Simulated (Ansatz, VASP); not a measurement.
**ZnS in VASP and in Ansatz**

```
CELL_PARAMETERS angstrom
0.00000 2.69410 2.69410
2.69410 0.00000 2.69410
2.69410 2.69410 0.00000
ATOMIC_POSITIONS crystal
Zn 0.25000 0.25000 0.25000
S 0.00000 0.00000 0.00000
```

Alike in both runs: task single point; functional HSE06; k mesh 4 × 4 × 4; no spin polarisation.

|  | VASP | Ansatz |
| --- | --- | --- |
| version | VASP 6.6.1 | Ansatz 0.2.0 |
| potentials or method | VASP PAW PBE potentials, release 64 (Zn, S) | plane waves, PAW |
| plane-wave cutoff (eV) | 520 | 420 |
| occupations | gaussian, width 0.01 eV | fixed |
| valence electrons in the cell | 18 | 18 |

VASP gave:

- gap on the k mesh at the Fermi level (eV): 3.38
- pressure (GPa): 1.9

Problem. What did Ansatz give for the same quantities?

Solution. gap on the k mesh at the Fermi level (eV): 3.39; pressure (GPa): 1.9.

Ansatz's warnings: stress exchange threshold loose, stress scf threshold loose.

The k mesh is coarse, so the values compare programs but aren't converged.
